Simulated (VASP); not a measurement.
A run of VASP 6.6.1:

Contents of INCAR:

```
SYSTEM = Nb2O
ALGO     = Normal         ! electronic algorithm
EDIFF    = 1E-7           ! SCF threshold, eV
ENCUT    = 520            ! plane-wave cutoff, eV
GGA      = PE             ! functional
ISIF     = 2              ! what is computed and relaxed
ISMEAR   = -1             ! smearing method
LASPH    = .TRUE.         ! aspherical terms in the spheres
LCHARG   = .FALSE.        ! write CHGCAR
LREAL    = .FALSE.        ! projectors in reciprocal space
LWAVE    = .FALSE.        ! write WAVECAR
NBANDS   = 23             ! bands
NELM     = 80             ! most SCF steps
PREC     = Accurate       ! precision mode
SIGMA    = 0.06122561905347299 ! smearing width, eV
```

KPOINTS

```
k-points
0
G
  17 17 17
  0 0 0
```

The input POSCAR:

```
Nb2O
1.0
    0.0000000000      2.7491791552      2.7491791552
    2.7491791552      0.0000000000      2.7491791552
    2.7491791552      2.7491791552      0.0000000000
Nb O
2 1
Direct
    0.2500000000      0.2500000000      0.2500000000
    0.7500000000      0.7500000000      0.7500000000
    0.0000000000      0.0000000000      0.0000000000
```

Potentials or basis: VASP PAW PBE potentials, release 64 (Nb_sv, O).

The run is started by

```bash
$ cat potpaw_PBE.64/Nb_sv/POTCAR potpaw_PBE.64/O/POTCAR > POTCAR
$ mpirun -np 1 vasp_std > vasp.out
```

Hardware: 1 thread of Intel(R) Xeon(R) 6975P-C (Granite Rapids) (shared host).

Q: How long does it take, and how much memory?

A: It took 100 s on 1 thread of Intel(R) Xeon(R) 6975P-C (Granite Rapids), on a shared host, peak memory 0.26 GiB. Counts: scf iterations 15, k points 165.
